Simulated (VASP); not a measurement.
# YbC (Fm-3m) in VASP: single point with r2SCAN

Aim: the single point of YbC with r2SCAN.

All numbers are computed with VASP 6.6.1; they aren't measurements. Logs are shortened: lines on timing, memory, paths and dates and some standing lists are left out, and cuts for length are marked.

## 1. The cell of the first run

It takes space group Fm-3m (No. 225, cubic). The conventional cell has a = 4.986 Å, b = 4.986 Å, c = 4.986 Å, α = 90.00°, β = 90.00°, γ = 90.00°. Within 3.3 Å of Yb (site symmetry m-3m) lie 6 C at 2.49 Å. C (site symmetry m-3m) has 6 Yb at 2.49 Å within 3.3 Å.

## 2. Single point, r2SCAN

POSCAR reads:

```
YbC
1.0
    0.0000000000      2.4930720000      2.4930720000
    2.4930720000      0.0000000000      2.4930720000
    2.4930720000      2.4930720000      0.0000000000
Yb C
1 1
Direct
    0.0000000000      0.0000000000      0.0000000000
    0.5000000000      0.5000000000      0.5000000000
```

INCAR.step1 reads:

```
PREC = Accurate
ENCUT = 800
ISMEAR = 0
SIGMA = 0.0543
LREAL = F
LASPH = T
NELM = 200
NBANDS = 21
GGA = PE
ALGO = Normal
EDIFF = 1E-5
LWAVE = T
LCHARG = F
GGA_COMPAT = F
LMAXMIX = 6
```

INCAR.step2 reads:

```
PREC = Accurate
ENCUT = 800
EDIFF = 1E-6
ISMEAR = 0
SIGMA = 0.0543
LREAL = F
LASPH = T
NELM = 200
ALGO = Normal
ISIF = 2
LWAVE = F
LCHARG = F
METAGGA = R2SCAN
LMIXTAU = T
NBANDS = 21
ISTART = 1
GGA_COMPAT = F
LMAXMIX = 6
```

KPOINTS reads:

```
Automatic mesh
0
Gamma
  8 8 8
```

Potentials or basis: VASP PAW PBE potentials, release 64 (Yb, C).

Started as:

```sh
$ cat potpaw_PBE.64/Yb/POTCAR potpaw_PBE.64/C/POTCAR > POTCAR
$ cp INCAR.step1 INCAR
$ mpirun -np 1 vasp_std > vasp.out
$ cp INCAR.step2 INCAR
$ mpirun -np 1 vasp_std > vasp.out
```

OUTCAR:

```text
PREC = Accurate
   ENCUT = 800
   EDIFF = 1E-6
   ISMEAR = 0
   LREAL = F
   LASPH = T
   NELM = 200
   ISIF = 2
   METAGGA = R2SCAN
   ISTART = 1

 ion  position               nearest neighbor table
   1  0.000  0.000  0.000-   2 2.49   2 2.49   2 2.49   2 2.49   2 2.49   2 2.49
   2  0.500  0.500  0.500-   1 2.49   1 2.49   1 2.49   1 2.49   1 2.49   1 2.49

  LATTYP: Found a face centered cubic cell.
 ALAT       =     4.9861440000

  Lattice vectors:

 A1 = (   0.0000000000,   2.4930720000,   2.4930720000)
 A2 = (   2.4930720000,   0.0000000000,   2.4930720000)
 A3 = (   2.4930720000,   2.4930720000,   0.0000000000)

Analysis of symmetry for initial positions (statically):
=====================================================================
 Subroutine PRICEL returns:
 Original cell was already a primitive cell.

 Routine SETGRP: Setting up the symmetry group for a
 face centered cubic supercell.

 Subroutine GETGRP returns: Found 48 space group operations
 (whereof 48 operations were pure point group operations)
 out of a pool of 48 trial point group operations.

The static configuration has the point symmetry O_h .

Analysis of symmetry for dynamics (positions and initial velocities):
=====================================================================
 Subroutine PRICEL returns:
 Original cell was already a primitive cell.

 Routine SETGRP: Setting up the symmetry group for a
 face centered cubic supercell.

 Subroutine GETGRP returns: Found 48 space group operations
 (whereof 48 operations were pure point group operations)
 out of a pool of 48 trial point group operations.

The dynamic configuration has the point symmetry O_h .

 Subroutine INISYM returns: Found 48 space group operations
 (whereof 48 operations are pure point group operations),
 and found     1 'primitive' translations

----------------------------------------------------------------------------------------

                                     Primitive cell

  volume of cell :      30.9909

  direct lattice vectors                    reciprocal lattice vectors
     0.000000000  2.493072000  2.493072000    -0.200555780  0.200555780  0.200555780
     2.493072000  0.000000000  2.493072000     0.200555780 -0.200555780  0.200555780
     2.493072000  2.493072000  0.000000000     0.200555780  0.200555780 -0.200555780

  length of vectors
     3.525736234  3.525736234  3.525736234     0.347372801  0.347372801  0.347372801

  position of ions in fractional coordinates (direct lattice)
     0.000000000  0.000000000  0.000000000
     0.500000000  0.500000000  0.500000000

  ion indices of the primitive-cell ions
   primitive index   ion index
                 1           1
                 2           2

----------------------------------------------------------------------------------------

 KPOINTS: Automatic mesh

Automatic generation of k-mesh.
 Grid dimensions read from file:
 generate k-points for:    8    8    8

 Generating k-lattice:

  Cartesian coordinates                     Fractional coordinates (reciprocal lattice)
    -0.025069473  0.025069473  0.025069473     0.125000000  0.000000000  0.000000000
     0.025069473 -0.025069473  0.025069473     0.000000000  0.125000000  0.000000000
     0.025069473  0.025069473 -0.025069473     0.000000000  0.000000000  0.125000000

  Length of vectors
     0.043421600  0.043421600  0.043421600

  Shift w.r.t. Gamma in fractional coordinates (k-lattice)
     0.000000000  0.000000000  0.000000000

 Subroutine IBZKPT returns following result:
 ===========================================

 Found     29 irreducible k-points:

 Following reciprocal coordinates:
            Coordinates               Weight
  0.000000  0.000000  0.000000      1.000000
  0.125000  0.000000  0.000000      8.000000
  0.250000  0.000000  0.000000      8.000000
  0.375000  0.000000  0.000000      8.000000
  0.500000  0.000000  0.000000      4.000000
  0.125000  0.125000  0.000000      6.000000
[... 16 lines left out ...]
  0.500000  0.250000  0.125000     48.000000
 -0.375000  0.250000  0.125000     24.000000
 [... further k-points ...]
   k-points           NKPTS =     29   k-points in BZ     NKDIM =     29   number of bands    NBANDS=     21
   number of dos      NEDOS =    301   number of ions     NIONS =      2
   total plane-waves  NPLWV =  46656
   dimension x,y,z NGX =    36 NGY =   36 NGZ =   36
   dimension x,y,z NGXF=    72 NGYF=   72 NGZF=   72
   ions per type =               1   1
   NGX,Y,Z   is equivalent  to a cutoff of  16.97, 16.97, 16.97 a.u.
   NGXF,Y,Z  is equivalent  to a cutoff of  33.95, 33.95, 33.95 a.u.
 SYSTEM =  unknown system
   PREC   = accura    normal or accurate (medium, high low for compatibility)
   ISTART =      1    job   : 0-new  1-cont  2-samecut
   ICHARG =      0    charge: 1-file 2-atom 10-const
   ISPIN  =      1    spin polarized calculation?
   LNONCOLLINEAR =      F non collinear calculations
   LSORBIT =      F    spin-orbit coupling
   LASPH  =      T    aspherical Exc in radial PAW
   ENCUT  =  800.0 eV  58.80 Ry    7.67 a.u.   8.13  8.13  8.13*2*pi/ulx,y,z
   NELM   =    200;   NELMIN=  2; NELMDL=  0     # of ELM steps
   EDIFF  = 0.1E-05   stopping-criterion for ELM
   LREAL  =      F    real-space projection
   EDIFFG = 0.1E-04   stopping-criterion for IOM
   NSW    =      0    number of steps for IOM
   IBRION =     -1    ionic relax: 0-MD 1-quasi-New 2-CG
   NFREE  =      0    steps in history (QN), initial steepest desc. (CG)
   ISIF   =      2    stress and relaxation
   ISYM   =      2    0-nonsym 1-usesym 2-fastsym
   POTIM  = 0.5000    time-step for ionic-motion
   TEBEG  =    0.0;   TEEND  =   0.0 temperature during run
   PSTRESS=    0.0 pullay stress
   NELECT =      28.0000    total number of electrons
   NUPDOWN=      -1.0000    fix difference up-down
   EMIN   =  10.00;   EMAX   =-10.00  energy-range for DOS
   EFERMI =   0.00;   METHOD = LEGACY
   ISMEAR =     0;   SIGMA  =   0.05  broadening in eV -4-tet -1-fermi 0-gaus
   EFERMI_NEDOS =   21; number of points for ismear=-14 and -15
   IALGO  =     38    algorithm
   IMIX   =      4    mixing-type and parameters
     AMIX     =   0.40;   BMIX     =  1.00
     AMIX_MAG =   1.60;   BMIX_MAG =  1.00
  volume/ion in A,a.u.               =      15.50       104.57
  Fermi-wavevector in a.u.,A,eV,Ry     =   1.582642  2.990760 34.079270  2.504756
  Thomas-Fermi vector in A             =   2.682534
   LORBIT       =      0    0 simple, 1 ext, 2 COOP (PROOUT), +10 PAW based schemes
   METAGGA = R2SCAN    functional components
   LHFCALC =     F    Hartree Fock is set to
   AEXX    =    0.0000 exact exchange contribution
   IVDW    =     0    specifies the selected vdW correction
   LEPSILON=     F    determine dielectric tensor
   LRPA    =     F    only Hartree local field effects (RPA)
 non-spin polarized calculation
 Gauss-broadening in eV      SIGMA  =   0.05
  energy-cutoff  :      800.00
  volume of cell :       30.99
 maximum number of plane-waves:      1639
 NGX is ok and might be reduce to    36
   NGX = 17   NGY = 17   NGZ = 17

 number of electron      28.0000004 magnetization

 Free energy of the ion-electron system (eV)
  ---------------------------------------------------
  ext. energy  EPLUGINS =         0.00000000
  ---------------------------------------------------
  free energy    TOTEN  =       -45.09300025 eV

  energy without entropy =      -45.08889662  energy(sigma->0) =      -45.09094843

 E-fermi :   2.2592     XC(G=0): -12.4118

 val. band max:        2.2075957751   @ k =   0.5000   0.2500   0.1250
 cond. band min:       2.2797944174   @ k =  -0.3750   0.3750   0.1250
 fundamental gap:      0.0721986424
 Fermi energy:         2.2591619363

 k-point     1 :       0.0000    0.0000    0.0000
  band No.  band energies     occupation
      1     -50.1087      2.00000
      2     -21.3509      2.00000
      3     -21.3509      2.00000
      4     -21.3509      2.00000
      5      -8.5109      2.00000
      6       1.2465      2.00000
[... 13 lines left out ...]
     20       8.6279      0.00000
     21       8.9888      0.00000

 k-point     2 :       0.1250    0.0000    0.0000
  band No.  band energies     occupation
      1     -50.1037      2.00000
      2     -21.4518      2.00000
      3     -21.3591      2.00000
      4     -21.3591      2.00000
      5      -8.2096      2.00000
      6       1.1134      2.00000
[... 13 lines left out ...]
     20       9.5901      0.00000
     21       9.8010      0.00000

 k-point     3 :       0.2500    0.0000    0.0000
  band No.  band energies     occupation
      1     -50.0915      2.00000
      2     -21.6850      2.00000
      3     -21.3786      2.00000
      4     -21.3786      2.00000
      5      -7.4248      2.00000
      6       0.4073      2.00000
[... 13 lines left out ...]
     20      11.6088      0.00000
     21      11.6088      0.00000

 k-point     4 :       0.3750    0.0000    0.0000
  band No.  band energies     occupation
      1     -50.0793      2.00000
      2     -21.9053      2.00000
      3     -21.3980      2.00000
      4     -21.3980      2.00000
      5      -6.4881      2.00000
      6      -0.8418      2.00000
[... 13 lines left out ...]
     20      13.7140      0.00000
     21      13.7140      0.00000

 k-point     5 :       0.5000    0.0000    0.0000
  band No.  band energies     occupation
      1     -50.0742      2.00000
      2     -21.9932      2.00000
      3     -21.4059      2.00000
      4     -21.4059      2.00000
      5      -6.0046      2.00000
      6      -1.4703      2.00000
[... 13 lines left out ...]
     20      14.9984      0.00000
     21      14.9984      0.00000

 k-point     6 :       0.1250    0.1250    0.0000
  band No.  band energies     occupation
      1     -50.1020      2.00000
      2     -21.4446      2.00000
      3     -21.3814      2.00000
      4     -21.3814      2.00000
      5      -8.1312      2.00000
      6       1.0109      2.00000
[... 13 lines left out ...]
     20       9.1770      0.00000
     21      11.1709      0.00000

 k-point     7 :       0.2500    0.1250    0.0000
  band No.  band energies     occupation
      1     -50.0922      2.00000
      2     -21.6156      2.00000
      3     -21.4110      2.00000
      4     -21.3978      2.00000
      5      -7.5746      2.00000
      6       0.5124      2.00000
[... 13 lines left out ...]
     20      10.2560      0.00000
     21      12.9586      0.00000
[... 291 lines left out ...]
      1     -50.0639      2.00000
      2     -21.7907      2.00000
      3     -21.7044      2.00000
      4     -21.5043      2.00000
      5      -6.7546      2.00000
      6       0.5594      2.00000
[... 13 lines left out ...]
     20      12.7115      0.00000
     21      13.9892      0.00000

 k-point    21 :       0.5000    0.5000    0.0000
  band No.  band energies     occupation
      1     -50.0629      2.00000
      2     -21.8813      2.00000
      3     -21.5579      2.00000
      4     -21.5579      2.00000
      5      -7.2104      2.00000
      6       1.1502      2.00000
[... 13 lines left out ...]
     20      11.9544      0.00000
     21      13.1706      0.00000

 k-point    22 :       0.3750    0.2500    0.1250
  band No.  band energies     occupation
      1     -50.0824      2.00000
      2     -21.7259      2.00000
      3     -21.4943      2.00000
      4     -21.4114      2.00000
      5      -7.0922      2.00000
      6       0.0334      2.00000
[... 13 lines left out ...]
     20      11.6193      0.00000
     21      14.3030      0.00000

 k-point    23 :       0.5000    0.2500    0.1250
  band No.  band energies     occupation
      1     -50.0726      2.00000
      2     -21.8403      2.00000
      3     -21.5520      2.00000
      4     -21.4418      2.00000
      5      -6.5877      2.00000
      6      -0.3731      2.00000
[... 13 lines left out ...]
     20      12.9379      0.00000
     21      15.0846      0.00000

 k-point    24 :      -0.3750    0.2500    0.1250
  band No.  band energies     occupation
      1     -50.0686      2.00000
      2     -21.8895      2.00000
      3     -21.5664      2.00000
      4     -21.4608      2.00000
      5      -6.3700      2.00000
      6      -0.5475      2.00000
[... 13 lines left out ...]
     20      13.4990      0.00000
     21      14.7729      0.00000

 [... further k-points ...]

------------------------ aborting loop because EDIFF is reached ----------------------------------------

  FORCE on cell =-STRESS in cart. coord.  units (eV):
  Direction    XX          YY          ZZ          XY          YZ          ZX
  --------------------------------------------------------------------------------------
  -------------------------------------------------------------------------------------
  Total       -0.7059343     -0.7059343     -0.7059343      0.0000000     -0.0000000     -0.0000000
  in kB      -36.4955921    -36.4955921    -36.4955921      0.0000000     -0.0000000     -0.0000000
  external PRESSURE =     -36.4955921 kB  Pullay stress =       0.0000000 kB

 VOLUME and BASIS-vectors are now :
 -----------------------------------------------------------------------------
  energy-cutoff  :      800.00
  volume of cell :       30.99
      direct lattice vectors                 reciprocal lattice vectors
     0.000000000  2.493072000  2.493072000    -0.200555780  0.200555780  0.200555780
     2.493072000  0.000000000  2.493072000     0.200555780 -0.200555780  0.200555780
     2.493072000  2.493072000  0.000000000     0.200555780  0.200555780 -0.200555780

 POSITION                                       TOTAL-FORCE (eV/Angst)
 -----------------------------------------------------------------------------------
      0.00000      0.00000      0.00000         0.000000      0.000000     -0.000000
      2.49307      2.49307      2.49307         0.000000      0.000000      0.000000
 -----------------------------------------------------------------------------------
    total drift:                               -0.000000      0.000000      0.000000

  FREE ENERGIE OF THE ION-ELECTRON SYSTEM (eV)
  ---------------------------------------------------
  free  energy   TOTEN  =       -45.0930002519 eV

  energy  without entropy=      -45.0888966177  energy(sigma->0) =      -45.09094843
```

It took 6.3 min on 1 thread of Intel Xeon 8259CL, shared host; peak memory 0.26 GiB.

Results:

```
Free energy            : -45.0930 eV
Pressure               : -3.6 GPa
Band gap on the k mesh : zero (bands 14 and 15 overlap by 2.56 eV)
```

Caveat: the cell stands under tension; the PAW data sets were made with another functional, which shifts forces and pressure a little; spin-orbit coupling is left out, which moves the levels of the heavy elements. Spin polarisation is off, so any magnetic state and its effect on volume and gap are missing.
